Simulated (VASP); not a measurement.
Pd, 1 atom in the cell. Symmetry: Fm-3m, No. 225, cubic system. Conventional cell: a = 3.862 Å, b = 3.862 Å, c = 3.862 Å, α = 90.00°, β = 90.00°, γ = 90.00°. Pd (site symmetry m-3m) has 12 Pd at 2.73 Å within 3.6 Å. 

- Program: VASP 6.6.1
- Task: single point
- Functional: PBE
- Potentials or basis: VASP PAW PBE potentials, release 64 (Pd)
- Cutoff: 520 eV
- k mesh: 24 × 24 × 24
- Occupations: fermi-dirac, width 0.0612256 eV
- Spin: no spin polarisation
- Dipole correction: no
- Further INCAR settings: ALGO = Normal; EDIFF = 1e-06; NBANDS = 11

Potentials or basis: VASP PAW PBE potentials, release 64 (Pd).

Command:

```sh
$ cat potpaw_PBE.64/Pd/POTCAR > POTCAR
$ mpirun -np 1 vasp_std > vasp.out
```

Hardware: 1 thread of Intel(R) Xeon(R) Platinum 8559C (Emerald Rapids), with other jobs on the host.

How long does it take, and how much memory?

Run time: 24 s on 1 thread of Intel(R) Xeon(R) Platinum 8559C (Emerald Rapids), with other jobs on the host, peak memory 0.18 GiB. Counts: scf iterations 11, k points 413.
